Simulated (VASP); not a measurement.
# SiNi (Pnma) in VASP: settings compared

The runs below take SiNi through single point, with PBE, LDA, r2SCAN.

Everything below comes from runs of VASP 6.6.1. Logs are shortened: lines on timing, memory, paths and dates and some standing lists are left out, and cuts for length are marked.

## 1. The cell of the first run

It takes space group Pnma (No. 62, orthorhombic). Conventional cell: a = 5.142 Å, b = 3.321 Å, c = 5.570 Å, α = 90.00°, β = 90.00°, γ = 90.00°. Si (site symmetry m) has 6 Ni at 2.27 to 2.39 Å and 2 Si at 2.64 Å within 3.0 Å. Within 3.0 Å of Ni (site symmetry m) lie 6 Si at 2.27 to 2.39 Å and 4 Ni at 2.66 to 2.68 Å.

## 2. Single point, PBE

The input, INCAR:

```
SYSTEM = SiNi
PREC = Accurate
ENCUT = 520
EDIFF = 1E-7
ISMEAR = -1
SIGMA = 0.1
LREAL = .FALSE.
LASPH = .TRUE.
NELM = 100
ALGO = Normal
ISIF = 2
LWAVE = .FALSE.
LCHARG = .FALSE.
GGA = PE
NBANDS = 38
```

The input, KPOINTS:

```
regular mesh
0
G
  5 7 4
  0 0 0
```

The input, POSCAR:

```
SiNi
1.0
    5.1415350000      0.0000000000      0.0000000000
    0.0000000000      3.3212970000      0.0000000000
    0.0000000000      0.0000000000      5.5697750000
Si Ni
4 4
Direct
    0.8210890000      0.7500000000      0.5823240000
    0.1789110000      0.2500000000      0.4176760000
    0.3210890000      0.7500000000      0.9176760000
    0.6789110000      0.2500000000      0.0823240000
    0.5079500000      0.2500000000      0.6885210000
    0.4920500000      0.7500000000      0.3114790000
    0.0079500000      0.2500000000      0.8114790000
    0.9920500000      0.7500000000      0.1885210000
```

Potentials or basis: VASP PAW PBE potentials, release 64 (Si, Ni).

Started as:

```bash
$ cat potpaw_PBE.64/Si/POTCAR potpaw_PBE.64/Ni/POTCAR > POTCAR
$ mpirun -np 1 vasp_std > vasp.out
```

OUTCAR:

```text
SYSTEM = SiNi
   PREC = Accurate
   ENCUT = 520
   EDIFF = 1E-7
   ISMEAR = -1
   LREAL = .FALSE.
   LASPH = .TRUE.
   NELM = 100
   ISIF = 2
   GGA = PE

 ion  position               nearest neighbor table
   1  0.821  0.750  0.582-   6 2.27   7 2.30   7 2.30   8 2.36   5 2.39   5 2.39   2 2.64   2 2.64

   2  0.179  0.250  0.418-   5 2.27   8 2.30   8 2.30   7 2.36   6 2.39   6 2.39   1 2.64   1 2.64

   3  0.321  0.750  0.918-   8 2.27   5 2.30   5 2.30   6 2.36   7 2.39   7 2.39   4 2.64   4 2.64

   4  0.679  0.250  0.082-   7 2.27   6 2.30   6 2.30   5 2.36   8 2.39   8 2.39   3 2.64   3 2.64

   5  0.508  0.250  0.689-   2 2.27   3 2.30   3 2.30   4 2.36   1 2.39   1 2.39   7 2.66   7 2.66
                             6 2.68   6 2.68
   6  0.492  0.750  0.311-   1 2.27   4 2.30   4 2.30   3 2.36   2 2.39   2 2.39   8 2.66   8 2.66
                             5 2.68   5 2.68
   7  0.008  0.250  0.811-   4 2.27   1 2.30   1 2.30   2 2.36   3 2.39   3 2.39   5 2.66   5 2.66
                             8 2.68   8 2.68
   8  0.992  0.750  0.189-   3 2.27   2 2.30   2 2.30   1 2.36   4 2.39   4 2.39   6 2.66   6 2.66
                             7 2.68   7 2.68

  LATTYP: Found a simple orthorhombic cell.
 ALAT       =     3.3212970000
 B/A-ratio  =     1.5480503550
 C/A-ratio  =     1.6769879357

  Lattice vectors:

 A1 = (   0.0000000000,  -3.3212970000,   0.0000000000)
 A2 = (   5.1415350000,   0.0000000000,   0.0000000000)
 A3 = (   0.0000000000,   0.0000000000,   5.5697750000)

Analysis of symmetry for initial positions (statically):
=====================================================================
 Subroutine PRICEL returns:
 Original cell was already a primitive cell.

 Routine SETGRP: Setting up the symmetry group for a
 simple orthorhombic supercell.

 Subroutine GETGRP returns: Found  8 space group operations
 (whereof  2 operations were pure point group operations)
 out of a pool of  8 trial point group operations.

The static configuration has the point symmetry S_2 .
 The point group associated with its full space group is D_2h.

Analysis of symmetry for dynamics (positions and initial velocities):
=====================================================================
 Subroutine PRICEL returns:
 Original cell was already a primitive cell.

 Routine SETGRP: Setting up the symmetry group for a
 simple orthorhombic supercell.

 Subroutine GETGRP returns: Found  8 space group operations
 (whereof  2 operations were pure point group operations)
 out of a pool of  8 trial point group operations.

The dynamic configuration has the point symmetry S_2 .
 The point group associated with its full space group is D_2h.

 Subroutine INISYM returns: Found  8 space group operations
 (whereof  2 operations are pure point group operations),
 and found     1 'primitive' translations

----------------------------------------------------------------------------------------

                                     Primitive cell

  volume of cell :      95.1126

  direct lattice vectors                    reciprocal lattice vectors
     5.141535000  0.000000000  0.000000000     0.194494446  0.000000000  0.000000000
     0.000000000  3.321297000  0.000000000     0.000000000  0.301087196  0.000000000
     0.000000000  0.000000000  5.569775000     0.000000000  0.000000000  0.179540466

  length of vectors
     5.141535000  3.321297000  5.569775000     0.194494446  0.301087196  0.179540466

  position of ions in fractional coordinates (direct lattice)
     0.821089000  0.750000000  0.582324000
     0.178911000  0.250000000  0.417676000
     0.321089000  0.750000000  0.917676000
     0.678911000  0.250000000  0.082324000
     0.507950000  0.250000000  0.688521000
     0.492050000  0.750000000  0.311479000
     0.007950000  0.250000000  0.811479000
     0.992050000  0.750000000  0.188521000

  ion indices of the primitive-cell ions
   primitive index   ion index
                 1           1
                 2           2
                 3           3
                 4           4
                 5           5
                 6           6
                 7           7
                 8           8

----------------------------------------------------------------------------------------

 KPOINTS: regular mesh

Automatic generation of k-mesh.
 Grid dimensions read from file:
 generate k-points for:    5    7    4

 Generating k-lattice:

  Cartesian coordinates                     Fractional coordinates (reciprocal lattice)
     0.038898889  0.000000000  0.000000000     0.200000000  0.000000000  0.000000000
     0.000000000  0.043012457  0.000000000     0.000000000  0.142857143  0.000000000
     0.000000000  0.000000000  0.044885117     0.000000000  0.000000000  0.250000000

  Length of vectors
     0.038898889  0.043012457  0.044885117

  Shift w.r.t. Gamma in fractional coordinates (k-lattice)
     0.000000000  0.000000000  0.000000000

 Subroutine IBZKPT returns following result:
 ===========================================

 Found     36 irreducible k-points:

 Following reciprocal coordinates:
            Coordinates               Weight
  0.000000  0.000000  0.000000      1.000000
  0.200000  0.000000  0.000000      2.000000
  0.400000  0.000000  0.000000      2.000000
  0.000000  0.142857  0.000000      2.000000
  0.200000  0.142857  0.000000      4.000000
  0.400000  0.142857  0.000000      4.000000
[... 16 lines left out ...]
  0.200000  0.428571  0.250000      8.000000
  0.400000  0.428571  0.250000      8.000000
 [... further k-points ...]
   k-points           NKPTS =     36   k-points in BZ     NKDIM =     36   number of bands    NBANDS=     38
   number of dos      NEDOS =    301   number of ions     NIONS =      8
   total plane-waves  NPLWV =  47040
   dimension x,y,z NGX =    40 NGY =   28 NGZ =   42
   dimension x,y,z NGXF=    80 NGYF=   56 NGZF=   84
   ions per type =               4   4
   NGX,Y,Z   is equivalent  to a cutoff of  12.93, 14.02, 12.54 a.u.
   NGXF,Y,Z  is equivalent  to a cutoff of  25.87, 28.03, 25.07 a.u.
 SYSTEM =  SiNi
   PREC   = accura    normal or accurate (medium, high low for compatibility)
   ISTART =      0    job   : 0-new  1-cont  2-samecut
   ICHARG =      2    charge: 1-file 2-atom 10-const
   ISPIN  =      1    spin polarized calculation?
   LNONCOLLINEAR =      F non collinear calculations
   LSORBIT =      F    spin-orbit coupling
   LASPH  =      T    aspherical Exc in radial PAW
   ENCUT  =  520.0 eV  38.22 Ry    6.18 a.u.   9.56  6.18 10.36*2*pi/ulx,y,z
   NELM   =    100;   NELMIN=  2; NELMDL= -5     # of ELM steps
   EDIFF  = 0.1E-06   stopping-criterion for ELM
   LREAL  =      F    real-space projection
   EDIFFG = 0.1E-05   stopping-criterion for IOM
   NSW    =      0    number of steps for IOM
   IBRION =     -1    ionic relax: 0-MD 1-quasi-New 2-CG
   NFREE  =      0    steps in history (QN), initial steepest desc. (CG)
   ISIF   =      2    stress and relaxation
   ISYM   =      2    0-nonsym 1-usesym 2-fastsym
   POTIM  = 0.5000    time-step for ionic-motion
   TEBEG  =    0.0;   TEEND  =   0.0 temperature during run
   PSTRESS=    0.0 pullay stress
   NELECT =      56.0000    total number of electrons
   NUPDOWN=      -1.0000    fix difference up-down
   EMIN   =  10.00;   EMAX   =-10.00  energy-range for DOS
   EFERMI =   0.00;   METHOD = LEGACY
   ISMEAR =    -1;   SIGMA  =   0.10  broadening in eV -4-tet -1-fermi 0-gaus
   EFERMI_NEDOS =   21; number of points for ismear=-14 and -15
   IALGO  =     38    algorithm
   IMIX   =      4    mixing-type and parameters
     AMIX     =   0.40;   BMIX     =  1.00
     AMIX_MAG =   1.60;   BMIX_MAG =  1.00
  volume/ion in A,a.u.               =      11.89        80.23
  Fermi-wavevector in a.u.,A,eV,Ry     =   1.372118  2.592927 25.615794  1.882708
  Thomas-Fermi vector in A             =   2.497754
   LORBIT       =      0    0 simple, 1 ext, 2 COOP (PROOUT), +10 PAW based schemes
   GGA     = PE    functional components
   LHFCALC =     F    Hartree Fock is set to
   AEXX    =    0.0000 exact exchange contribution
   IVDW    =     0    specifies the selected vdW correction
   LEPSILON=     F    determine dielectric tensor
   LRPA    =     F    only Hartree local field effects (RPA)
 non-spin polarized calculation
  energy-cutoff  :      520.00
  volume of cell :       95.11
 maximum number of plane-waves:      2579
 NGX is ok and might be reduce to    40
   NGX = 19   NGY = 13   NGZ = 21

 number of electron      55.9999972 magnetization

 Free energy of the ion-electron system (eV)
  ---------------------------------------------------
  ext. energy  EPLUGINS =         0.00000000
  ---------------------------------------------------
  free energy    TOTEN  =       -47.60053915 eV

  energy without entropy =      -47.54594067  energy(sigma->0) =      -47.57323991

 E-fermi :  10.7192     XC(G=0): -12.3033

 val. band max:       10.6147685190   @ k =   0.0000   0.4286   0.2500
 cond. band min:      10.8051872530   @ k =   0.0000   0.2857   0.0000
 fundamental gap:      0.1904187339
 Fermi energy:        10.7192469417

 k-point     1 :       0.0000    0.0000    0.0000
  band No.  band energies     occupation
      1      -2.4581      2.00000
      2       0.9004      2.00000
      3       2.2598      2.00000
      4       2.7791      2.00000
      5       4.0885      2.00000
      6       4.5376      2.00000
[... 30 lines left out ...]
     37      17.1564      0.00000
     38      17.5229      0.00000

 k-point     2 :       0.2000    0.0000    0.0000
  band No.  band energies     occupation
      1      -2.2425      2.00000
      2       0.4488      2.00000
      3       2.3226      2.00000
      4       2.4012      2.00000
      5       4.2522      2.00000
      6       5.1330      2.00000
[... 30 lines left out ...]
     37      16.3385      0.00000
     38      17.1898      0.00000
[... 859 lines left out ...]
     37      16.3437      0.00000
     38      16.7326      0.00000

 k-point    24 :       0.4000    0.4286    0.2500
  band No.  band energies     occupation
      1       0.8544      2.00000
      2       1.5401      2.00000
      3       2.2453      2.00000
      4       2.5815      2.00000
      5       4.0541      2.00000
      6       4.4253      2.00000
[... 30 lines left out ...]
     37      16.4182      0.00000
     38      17.1360      0.00000

 [... further k-points ...]

------------------------ aborting loop because EDIFF is reached ----------------------------------------

  FORCE on cell =-STRESS in cart. coord.  units (eV):
  Direction    XX          YY          ZZ          XY          YZ          ZX
  --------------------------------------------------------------------------------------
  -------------------------------------------------------------------------------------
  Total        2.5346688      3.2305045      3.4717647      0.0000000      0.0000000      0.0000000
  in kB       42.6966341     54.4180240     58.4820653      0.0000000      0.0000000      0.0000000
  external PRESSURE =      51.8655745 kB  Pullay stress =       0.0000000 kB

 VOLUME and BASIS-vectors are now :
 -----------------------------------------------------------------------------
  energy-cutoff  :      520.00
  volume of cell :       95.11
      direct lattice vectors                 reciprocal lattice vectors
     5.141535000  0.000000000  0.000000000     0.194494446  0.000000000  0.000000000
     0.000000000  3.321297000  0.000000000     0.000000000  0.301087196  0.000000000
     0.000000000  0.000000000  5.569775000     0.000000000  0.000000000  0.179540466

 POSITION                                       TOTAL-FORCE (eV/Angst)
 -----------------------------------------------------------------------------------
      4.22166      2.49097      3.24341         0.029458     -0.000000      0.054618
      0.91988      0.83032      2.32636        -0.029458     -0.000000     -0.054618
      1.65089      2.49097      5.11125         0.029458     -0.000000     -0.054618
      3.49064      0.83032      0.45853        -0.029458     -0.000000      0.054618
      2.61164      0.83032      3.83491         0.057914      0.000000     -0.075814
      2.52989      2.49097      1.73487        -0.057914     -0.000000      0.075814
      0.04088      0.83032      4.51976         0.057914     -0.000000      0.075814
      5.10066      2.49097      1.05002        -0.057914     -0.000000     -0.075814
 -----------------------------------------------------------------------------------
    total drift:                                0.000000     -0.000000     -0.000000

  FREE ENERGIE OF THE ION-ELECTRON SYSTEM (eV)
  ---------------------------------------------------
  free  energy   TOTEN  =       -47.6005391501 eV

  energy  without entropy=      -47.5459406667  energy(sigma->0) =      -47.57323991
```

It took 77 s on 1 thread of Intel Xeon 6975P-C (Granite Rapids), shared host; peak memory 0.25 GiB.

Results:

- Free energy: -47.6005 eV
- Pressure: 5.2 GPa
- Largest force: 0.095 eV/Å
- Band gap on the k mesh: zero (bands 28 and 29 overlap by 1.79 eV)

Forces on the atoms (eV/Å):
```
Si   0.029  0.000  0.055
Si  -0.029  0.000 -0.055
Si   0.029  0.000 -0.055
Si  -0.029  0.000  0.055
Ni   0.058  0.000 -0.076
Ni  -0.058  0.000  0.076
Ni   0.058  0.000  0.076
Ni  -0.058  0.000 -0.076
```

Stress tensor (GPa, compression positive):
```
4.27 0.00 0.00
0.00 5.44 0.00
0.00 0.00 5.85
```

Caveat: the cell stands under pressure.

## 3. Single point, LDA

The input, INCAR:

```
SYSTEM = SiNi
PREC = Accurate
ENCUT = 520
EDIFF = 1E-7
ISMEAR = -1
SIGMA = 0.1
LREAL = .False.
LASPH = .True.
NELM = 60
ALGO = Normal
ISIF = 2
LWAVE = .False.
LCHARG = .False.
GGA = CA
NBANDS = 38
```

The input, KPOINTS:

```
regular mesh
0
Gamma
  5 7 4
  0 0 0
```

POSCAR is that of step 2.

Potentials or basis: VASP PAW LDA potentials, release 64 (Si, Ni).

Started as:

```bash
$ cat potpaw_LDA.64/Si/POTCAR potpaw_LDA.64/Ni/POTCAR > POTCAR
$ mpirun -np 1 vasp_std > vasp.out
```

It took 72 s on 1 thread of Intel Xeon 6975P-C (Granite Rapids), shared host; peak memory 0.23 GiB.

It converged, with:

```yaml
Free_energy: -55.0557 eV
Pressure: -5.6 GPa
Largest_force: 0.141 eV/Å
Band_gap_on_the_k_mesh: zero (bands 28 and 29 overlap by 1.82 eV)
```

Forces on the atoms (eV/Å):
```
Si  -0.131  0.000  0.054
Si   0.131  0.000 -0.054
Si  -0.131  0.000 -0.054
Si   0.131  0.000  0.054
Ni  -0.002  0.000 -0.005
Ni   0.002  0.000  0.005
Ni  -0.002  0.000  0.005
Ni   0.002  0.000 -0.005
```

Stress tensor (GPa, compression positive):
```
-6.74  0.00  0.00
 0.00 -4.78  0.00
 0.00  0.00 -5.19
```

Levels at points of the mesh, in eV from the Fermi level:
```tsv
k point	band 25	band 26	band 27	band 28	band 29	band 30	band 31	band 32
(0.00, 0.00, 0.00)	-1.93	-1.24	-1.03	-1.01	0.56	1.26	3.41	4.05
(0.00, 0.00, 0.50)	-1.54	-1.54	-0.30	-0.30	1.04	1.04	3.33	3.33
```

Caveat: the cell stands under tension.

(Continued in part 2 of 2.)
